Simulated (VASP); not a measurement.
TiO2:

```
Ti O
1.0
     2.96826    0.00000    0.00000
     0.00021    4.70761    0.00000
     1.48357    0.24235    7.08346
Ti O
3 6
Direct
  0.00337 0.00039 0.00070
  0.34464 0.48026 0.31696
  0.66171 0.52047 0.68450
  0.44004 0.18544 0.12854
  0.77793 0.29773 0.45188
  0.10124 0.30895 0.80624
  0.90650 0.69184 0.19517
  0.22941 0.70301 0.54951
  0.56803 0.81530 0.87283
```

Base run:

| Quantity | Value |
| --- | --- |
| Program | VASP 6.6.1 |
| Functional | LDA |
| Potentials or basis | VASP PAW LDA potentials, release 64 (Ti_sv, O) |
| Cutoff | 600 eV |
| k mesh | 9 × 6 × 4 |
| Occupations | fermi-dirac, width 0.05 eV |
| Spin | no spin polarisation |

Its results: band gap on the k mesh 2.16 eV (least direct gap 2.22 eV); pressure -7.8 GPa; largest force 0.417 eV/Å.

Task: The run is repeated on the same cell with these changes: hubbard terms from none to Ti d U = 3.0 eV. What comes out?

Result: Band gap on the k mesh 2.56 eV (least direct gap 2.61 eV); pressure -2.4 GPa; largest force 0.109 eV/Å.

The U term pushes filled and empty states of the shell apart.

Caveats: the cell stands under tension (at least some runs).

A k mesh can miss the band edges.
